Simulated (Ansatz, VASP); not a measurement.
## Two plane-wave programs on CoO

INCAR

```
PREC = Accurate ; ENCUT = 520
EDIFF = 1E-6 ; ISMEAR = 0
SIGMA = 0.1 ; LREAL = False
LASPH = True ; NELM = 150
ALGO = Normal ; ISIF = 2
LWAVE = False ; LCHARG = True
ISPIN = 2 ; MAGMOM = 0.5 0
LORBIT = 11 ; LMAXMIX = 4
GGA = PS ; LELF = True
LVHAR = True ; NBANDS = 18
```

File KPOINTS:

```
Automatic mesh
0
Gamma
  16 16 16
```

POSCAR

```
CoO
1.0
    2.5724609762      0.0000000000      0.0000000000
    0.0000000000      2.5724609762      0.0000000000
    0.0000000000      0.0000000000      2.5724609762
Co O
1 1
Direct
    0.0000000000      0.0000000000      0.0000000000
    0.5000000000      0.5000000000      0.5000000000
```

Input for Ansatz:

```yaml
crystal:
  lattice:
    - [2.5724608895, 0.0, 0.0]
    - [0.0, 2.5724608895, 0.0]
    - [0.0, 0.0, 2.5724608895]
  atoms:
    - { symbol: Co, position: [0.0, 0.0, 0.0], spin: 0.5 }
    - { symbol: O, position: [0.5, 0.5, 0.5] }
basis:
  ecutwfc: 420
kpoints:
  mp_grid: { grid: [16, 16, 16] }
hamiltonian:
  xc: pbesol
scf:
  occupations: { method: gaussian, width: 0.1 }
  lower_state_search: "off"
output:
  forces: true
  stress: true
  eigenvalues: true
  populations: true
magnetization:
  spin_polarized: true
```

Alike in both runs: task single point; functional PBEsol; k mesh 16 × 16 × 16; occupations gaussian, width 0.1 eV; collinear spin.

|  | VASP | Ansatz |
| --- | --- | --- |
| version | VASP 6.6.1 | Ansatz 0.2.0 |
| potentials or method | VASP PAW PBE potentials, release 64 (Co, O), cutoff 520 eV | scalar-relativistic, plane waves, PAW |
| valence electrons in the cell | 15 | 23 |

```csv
,VASP,Ansatz,Ansatz less VASP
gap on the k mesh at the Fermi level (eV),none,none,-
pressure (GPa),-0.4,0.0,+0.40
net moment per atom (μB),1.50,1.50,+0.001
size of the moment on the site where the two differ most (μB),0.46,0.49,+0.025
```

VASP's potentials were made for PBE, not for PBEsol. Site moments also hang on the region over which each program counts them. A gap of «none» marks a metal or a gap that the smearing closes. VASP's potentials hold 15 valence electrons a cell and Ansatz's 23, so a difference there can come from the potentials and not from the codes.
